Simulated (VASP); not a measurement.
## Ti: relaxation of cell and atoms with LDA

Ti:

```
CELL_PARAMETERS angstrom
4.60000 0.00000 0.00000
-2.30000 3.98372 0.00000
0.00000 0.00000 2.82000
ATOMIC_POSITIONS crystal
Ti 0.00000 0.00000 0.00000
Ti 0.33333 0.66667 0.50000
Ti 0.66667 0.33333 0.50000
```

- Program: VASP 6.6.1
- Task: relaxation of cell and atoms
- Functional: LDA
- Potentials or basis: VASP PAW LDA potentials, release 64 (Ti_sv)
- Cutoff: 600 eV
- k mesh: 8 × 8 × 11
- Occupations: gaussian, width 0.1 eV
- Spin: no spin polarisation
- Dipole correction: no
- Further INCAR settings: ALGO = Normal; EDIFF = 1e-06; IBRION = 2; EDIFFG = -0.01; NSW = 100; ISIF = 3

```json
{
 "Relaxed volume": "15.82 Å³/atom",
 "Relaxed cell": "a = 4.451 Å, b = 4.451 Å, c = 2.767 Å, α = 90.00°, β = 90.00°, γ = 120.00°",
 "Space group after relaxing (to 0.05 Å)": "P6/mmm (No. 191)",
 "Energy gained by relaxing": "43.9 meV/atom",
 "Ionic steps": "9",
 "Pressure after relaxing": "0.0 GPa",
 "Band gap on the k mesh": "zero (band 18 reaches 9.25 eV, above the bottom of band 19 at 8.85 eV)"
}
```

The path:
| step | energy change (eV) | largest force (eV/Å) | pressure (GPa) | volume (Å³) |
| --- | --- | --- | --- | --- |
| 1 | 0.0000 | 0.0000 | -9.12 | 51.68 |
| 2 | -0.0596 | 0.0000 | 8.60 | 44.68 |
| 3 | -0.1305 | 0.0000 | 0.03 | 47.47 |
| 4 | -0.1304 | 0.0000 | 0.24 | 47.39 |
| 5 | -0.1316 | 0.0000 | 0.21 | 47.40 |
| 6 | -0.1317 | 0.0000 | 0.20 | 47.40 |
| 7 | -0.1317 | 0.0000 | 0.20 | 47.40 |
| 8 | -0.1317 | 0.0000 | -0.13 | 47.53 |
| 9 | -0.1317 | 0.0000 | -0.03 | 47.47 |

Final structure:
```cif
data_structure
_symmetry_space_group_name_H-M 'P 1'
_symmetry_Int_Tables_number 1
_cell_length_a 4.4507
_cell_length_b 4.4507
_cell_length_c 2.7673
_cell_angle_alpha 90.000
_cell_angle_beta 90.000
_cell_angle_gamma 120.000
_cell_volume 47.47
loop_
_atom_site_label
_atom_site_type_symbol
_atom_site_fract_x
_atom_site_fract_y
_atom_site_fract_z
_atom_site_occupancy
Ti1 Ti 0.00000 0.00000 0.00000 1
Ti2 Ti 0.33333 0.66667 0.50000 1
Ti3 Ti 0.66667 0.33333 0.50000 1
```

Levels at points of the mesh, in eV from the Fermi level:
```
           k point  band 16  band 17  band 18  band 19  band 20  band 21
(0.00, 0.00, 0.00)    -0.70    -0.59    -0.59    -0.01     0.71     1.35
(0.50, 0.00, 0.00)    -0.51    -0.49    -0.42     0.01     0.57     1.01
```

Wall time 6.3 min on 1 thread of Intel Xeon 6975P-C, with other jobs on the host, peak memory 0.21 GiB.

LDA usually gives volumes a few per cent too small. Zero-point motion and thermal expansion aren't in these numbers.
